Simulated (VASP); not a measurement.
The system is Cd.

```
Cd
1.0
    -1.78432    1.78432    1.78432
     1.78432   -1.78432    1.78432
     1.78432    1.78432   -1.78432
Cd
1
Direct
  0.00000 0.00000 0.00000
```

Base run:

- Program: VASP 6.6.1
- Functional: RPBE
- Potentials or basis: VASP PAW PBE potentials, release 64 (Cd)
- Cutoff: 520 eV
- k mesh: 10 × 10 × 10
- Occupations: gaussian, width 0.1 eV
- Spin: no spin polarisation

Its results: band gap on the k mesh zero (band 6 reaches 6.20 eV, above the bottom of band 7 at 1.82 eV); pressure 3.7 GPa.

The run is repeated on the same cell with these changes: functional from RPBE to PBEsol; occupations from gaussian, width 0.1 eV to gaussian, width 0.05 eV. What comes out?

Band gap on the k mesh zero (band 6 reaches 5.81 eV, above the bottom of band 7 at 1.44 eV); pressure -2.6 GPa.

Caveats: the PAW data sets were made with another functional, which shifts forces and pressure a little.
